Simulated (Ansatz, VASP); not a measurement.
# YHg: VASP beside Ansatz

```
CELL_PARAMETERS angstrom
3.68200 0.00000 0.00000
0.00000 3.68200 0.00000
0.00000 0.00000 3.71882
ATOMIC_POSITIONS crystal
Y 0.50000 0.50000 0.50000
Hg 0.00000 0.00000 0.00000
```

Change from the starting cell: zz strain of +1 %.

Alike in both runs: task single point; functional LDA; k mesh 11 × 11 × 11; occupations fermi-dirac, width 0.08 eV; no spin polarisation.

|  | VASP | Ansatz |
| --- | --- | --- |
| version | VASP 6.6.1 | Ansatz 0.2.0 |
| potentials or method | VASP PAW LDA potentials, release 64 (Y_sv, Hg), cutoff 520 eV | all-electron LAPW, scalar-relativistic |

VASP gave:

```
pressure (GPa)                                                : -3.9
traceless stress, the component that is largest in VASP (GPa) : -0.21
```

Q: Estimate Ansatz's values.

A: Pressure (GPa): -4.1; traceless stress, the component that is largest in VASP (GPa): -0.20.

LDA's correlation is that of Perdew and Zunger in VASP and of Perdew and Wang (1992) in Ansatz. Ansatz ran all-electron here, and VASP with PAW potentials.

Spin-orbit coupling is off throughout.
